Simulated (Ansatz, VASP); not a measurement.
# One calculation of Ba, two programs

```
CELL_PARAMETERS angstrom
-2.48322 2.48322 2.48322
2.48322 -2.48322 2.48322
2.48322 2.48322 -2.48322
ATOMIC_POSITIONS crystal
Ba 0.00000 0.00000 0.00000
```

Change from the starting cell: volume scaled by 0.98, crystal datasets.

Alike in both runs: task electric field gradients; functional PBEsol; k mesh 10 × 10 × 10; occupations fermi-dirac, width 0.05 eV; no spin polarisation.

```csv
,VASP,Ansatz
version,VASP 6.6.1,Ansatz 0.2.0
potentials or method,"VASP PAW PBE potentials, release 64 (Ba_sv), cutoff 520 eV","all-electron PAW with datasets made for the crystal, scalar-relativistic"
```

```tsv
	VASP	Ansatz	Ansatz less VASP
pressure (GPa)	-0.4	-0.4	-0.06
```

VASP's potentials were made for PBE, not for PBEsol. Ansatz ran all-electron here, and VASP with PAW potentials.

Spin-orbit coupling is off throughout.
